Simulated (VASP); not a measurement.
# NaH in VASP: further runs, part 2 of 2

VASP 6.6.1. The steps go on from the part before.

## (3) Single point, r2SCAN (in-plane strain -0.01)

Contents of POSCAR:

```
NaH
1.0
    2.3732431819      2.3732431819      0.0000000000
   -2.3732431819      2.3732431819      0.0000000000
    0.0000000000      2.3732431819      2.4115986273
Na H
1 1
Direct
    0.0000000000      0.0000000000      0.0000000000
    0.5000000000      0.5000000000      0.0000000000
```

Contents of INCAR.step1:

```
SYSTEM = NaH
PREC = Accurate
ENCUT = 520
ISMEAR = 0
SIGMA = 0.01
LREAL = .False.
LASPH = .True.
NELM = 60
NBANDS = 11
GGA = PE
ALGO = Normal
EDIFF = 1E-4
LWAVE = .True.
LCHARG = .False.
```

Contents of INCAR.step2:

```
SYSTEM = NaH
PREC = Accurate
ENCUT = 520
EDIFF = 1E-7
ISMEAR = 0
SIGMA = 0.01
LREAL = .False.
LASPH = .True.
NELM = 60
ALGO = Normal
ISIF = 2
LWAVE = .False.
LCHARG = .True.
METAGGA = R2SCAN
LMIXTAU = .True.
LELF = .True.
LVHAR = .True.
NBANDS = 11
ISTART = 1
```

Contents of KPOINTS:

```
regular mesh
0
Gamma
  8 8 8
  0 0 0
```

Potentials or basis: VASP PAW PBE potentials, release 64 (Na_pv, H).

On the command line:

```sh
cat potpaw_PBE.64/Na_pv/POTCAR potpaw_PBE.64/H/POTCAR > POTCAR
cp INCAR.step1 INCAR
mpirun -np 1 vasp_std > vasp.out
cp INCAR.step2 INCAR
mpirun -np 1 vasp_std > vasp.out
```

OUTCAR:

```text
SYSTEM = NaH
   PREC = Accurate
   ENCUT = 520
   EDIFF = 1E-7
   ISMEAR = 0
   LREAL = .False.
   LASPH = .True.
   NELM = 60
   ISIF = 2
   METAGGA = R2SCAN
   ISTART = 1

 ion  position               nearest neighbor table
   1  0.000  0.000  0.000-
   2  0.500  0.500  0.000-

  LATTYP: Found a body centered tetragonal cell.
 ALAT       =     3.3562726947
 C/A-ratio  =     1.4370695392

  Lattice vectors:

 A1 = (   2.3732431819,   0.0000000000,  -2.4115986273)
 A2 = (  -2.3732431819,   0.0000000000,  -2.4115986273)
 A3 = (   0.0000000000,   2.3732431819,   2.4115986273)

Analysis of symmetry for initial positions (statically):
=====================================================================
 Subroutine PRICEL returns:
 Original cell was already a primitive cell.

 Routine SETGRP: Setting up the symmetry group for a
 body centered tetragonal supercell.

 Subroutine GETGRP returns: Found 16 space group operations
 (whereof 16 operations were pure point group operations)
 out of a pool of 16 trial point group operations.

The static configuration has the point symmetry D_4h.

Analysis of symmetry for dynamics (positions and initial velocities):
=====================================================================
[... 165 lines left out ...]

 k-point     1 :       0.0000    0.0000    0.0000
  band No.  band energies     occupation
      1     -24.1703      2.00000
      2     -24.1640      2.00000
      3     -24.1639      2.00000
      4      -4.9930      2.00000
      5      10.4504      0.00000
      6      15.2472      0.00000
      7      15.3333      0.00000
      8      15.3337      0.00000
      9      16.2889      0.00000
     10      16.3403      0.00000
     11      16.3406      0.00000
[... 309 lines left out ...]
 k-point    24 :       0.3750    0.0000    0.1250
  band No.  band energies     occupation
      1     -24.2296      2.00000
      2     -24.1883      2.00000
      3     -24.1697      2.00000
      4      -3.3599      2.00000
      5       5.9165      0.00000
      6       9.0998      0.00000
      7      13.8629      0.00000
      8      13.8789      0.00000
      9      17.0759      0.00000
     10      17.5406      0.00000
     11      19.6538      0.00000

 [... further k-points ...]
[... 5 lines left out ...]
  --------------------------------------------------------------------------------------
  -------------------------------------------------------------------------------------
  Total        0.0647748      0.0647748     -0.0691275      0.0000000     -0.0000000      0.0000000
  in kB        3.8202982      3.8202982     -4.0770093      0.0000000     -0.0000000      0.0000000
  external PRESSURE =       1.1878624 kB  Pullay stress =       0.0000000 kB

 VOLUME and BASIS-vectors are now :
 -----------------------------------------------------------------------------
  energy-cutoff  :      520.00
  volume of cell :       27.17
      direct lattice vectors                 reciprocal lattice vectors
     2.373243182  2.373243182  0.000000000     0.210682160  0.210682160 -0.207331350
    -2.373243182  2.373243182  0.000000000    -0.210682160  0.210682160 -0.207331350
     0.000000000  2.373243182  2.411598627     0.000000000  0.000000000  0.414662701

 POSITION                                       TOTAL-FORCE (eV/Angst)
 -----------------------------------------------------------------------------------
      0.00000      0.00000      0.00000        -0.000000     -0.000000      0.000000
      0.00000      2.37324      0.00000         0.000000      0.000000      0.000000
 -----------------------------------------------------------------------------------
    total drift:                               -0.000000     -0.000000     -0.000000

  FREE ENERGIE OF THE ION-ELECTRON SYSTEM (eV)
  ---------------------------------------------------
  free  energy   TOTEN  =        -7.6020121986 eV

  energy  without entropy=       -7.6020121986  energy(sigma->0) =       -7.60201220
```

OUTCAR.step1:

```text
SYSTEM = NaH
   PREC = Accurate
   ENCUT = 520
   ISMEAR = 0
   LREAL = .False.
   LASPH = .True.
[... 559 lines left out ...]
      0.00000      0.00000      0.00000         0.000000      0.000000      0.000000
      0.00000      2.37324      0.00000        -0.000000     -0.000000      0.000000
 -----------------------------------------------------------------------------------
    total drift:                               -0.000000     -0.000000     -0.000000

  FREE ENERGIE OF THE ION-ELECTRON SYSTEM (eV)
  ---------------------------------------------------
  free  energy   TOTEN  =        -5.0838841736 eV

  energy  without entropy=       -5.0838841736  energy(sigma->0) =       -5.08388417
```

Wall time 41 s (1 thread of Intel Xeon 6975P-C (Granite Rapids), shared host); peak memory 0.16 GiB.

What came out:

| Quantity | Value |
| --- | --- |
| Free energy | -7.6020 eV |
| Pressure | 0.1 GPa |
| Band gap on the k mesh | 4.42 eV, indirect (least direct gap 5.29 eV) |

Levels at points of the mesh, in eV from the valence-band top:
| k point | band 2 | band 3 | band 4 | band 5 | band 6 | band 7 |
| --- | --- | --- | --- | --- | --- | --- |
| (0.00, 0.00, 0.00) | -22.84 | -22.84 | -3.67 | 11.77 | 16.57 | 16.66 |
| (0.50, 0.00, 0.00) | -22.86 | -22.85 | -0.86 | 4.42 | 11.95 | 14.01 |
| (0.50, 0.50, 0.00) | -22.88 | -22.88 | -0.16 | 5.33 | 10.79 | 11.54 |
| (0.00, 0.00, 0.50) | -22.87 | -22.87 | -0.24 | 5.13 | 10.95 | 11.76 |

Caveat: the cell differs from its parent crystal (in-plane strain -0.01); the PAW data sets were made with another functional, which shifts forces and pressure a little. A k mesh can miss the band edges.

## (4) Single point, r2SCAN

This run uses another cell than the first one, of 13.78 Å³/atom, 1.014 times its volume.

Contents of POSCAR:

```
NaH
1.0
    2.3972153353      2.3972153353      0.0000000000
   -2.3972153353      2.3972153353      0.0000000000
    0.0000000000      2.3972153353      2.3972153353
Na H
1 1
Direct
    0.0000000000      0.0000000000      0.0000000000
    0.5000000000      0.5000000000      0.0000000000
```

Contents of INCAR.step1:

```
  PREC = Accurate
  ENCUT = 520
  ISMEAR = -1
  SIGMA = 0.08
  LREAL = F
  LASPH = T
  NELM = 60
  NBANDS = 11
  GGA = PE
  ALGO = Normal
  EDIFF = 1E-4
  LWAVE = T
  LCHARG = F
```

Contents of INCAR.step2:

```
  PREC = Accurate
  ENCUT = 520
  EDIFF = 1E-6
  ISMEAR = -1
  SIGMA = 0.08
  LREAL = F
  LASPH = T
  NELM = 60
  ALGO = Normal
  ISIF = 2
  LWAVE = F
  LCHARG = T
  METAGGA = R2SCAN
  LMIXTAU = T
  LELF = T
  LVHAR = T
  NBANDS = 11
  ISTART = 1
```

Contents of KPOINTS:

```
Automatic mesh
0
Gamma
  12 12 12
```

On the command line:

```sh
cat potpaw_PBE.64/Na_pv/POTCAR potpaw_PBE.64/H/POTCAR > POTCAR
cp INCAR.step1 INCAR
mpirun -np 1 vasp_std > vasp.out
cp INCAR.step2 INCAR
mpirun -np 1 vasp_std > vasp.out
```

Run time: 40 s. Hardware: 1 thread of Intel Xeon 6975P-C (Granite Rapids), shared host; peak memory 0.16 GiB.

Results (log left out):

| Item | Value |
| --- | --- |
| Free energy | -7.6025 eV |
| Pressure | -0.3 GPa |
| Band gap on the k mesh | 4.41 eV, indirect (least direct gap 5.26 eV) |

Levels at points of the mesh, in eV from the valence-band top:
```csv
k point,band 1,band 2,band 3,band 4,band 5,band 6,band 7,band 8
"(0.00, 0.00, 0.00)",-22.86,-22.86,-22.86,-3.62,11.66,16.53,16.53,16.53
"(0.50, 0.00, 0.00)",-22.95,-22.87,-22.87,-0.84,4.41,11.86,14.06,14.06
"(0.50, 0.50, 0.00)",-22.94,-22.89,-22.89,-0.17,5.24,10.80,11.54,11.54
```

Caveat: the PAW data sets were made with another functional, which shifts forces and pressure a little. r2SCAN opens gaps a little over a GGA but as a rule still falls short of measured ones.
